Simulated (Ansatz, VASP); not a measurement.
Two plane-wave programs on Tl3W

```xyz
4
Lattice="4.5455 0.0000 0.0000 0.0000 4.5455 0.0000 0.0000 0.0000 4.5455" Properties=species:S:1:pos:R:3 pbc="T T T"
Tl    0.0000    2.2727    2.2727
Tl    2.2727    0.0000    2.2727
Tl    2.2727    2.2727    0.0000
W     0.0000    0.0000    0.0000
```

Alike in both runs: task relaxation of cell and atoms; functional PBE; k mesh 10 × 10 × 10; occupations gaussian, width 0.1 eV; no spin polarisation.

|  | VASP | Ansatz |
| --- | --- | --- |
| version | VASP 6.6.1 | Ansatz 0.2.0 |
| potentials or method | VASP PAW PBE potentials, release 64 (Tl_d, W_sv), cutoff 600 eV | scalar-relativistic, plane waves, PAW |
| valence electrons in the cell | 53 | 53 |

```csv
,VASP,Ansatz,Ansatz less VASP
"gap on the k mesh at the Fermi level, each at its own relaxed structure (eV)",none,none,-
relaxed volume (Å³/atom),23.48,23.48,0.000
relaxed cell length with the largest relative difference (Å),4.545,4.545,0.0000
```

A gap of «none» marks a metal or a gap that the smearing closes.

Spin-orbit coupling is off throughout. Noted on VASP's run: the relaxation stopped at its first step, so nothing moved.
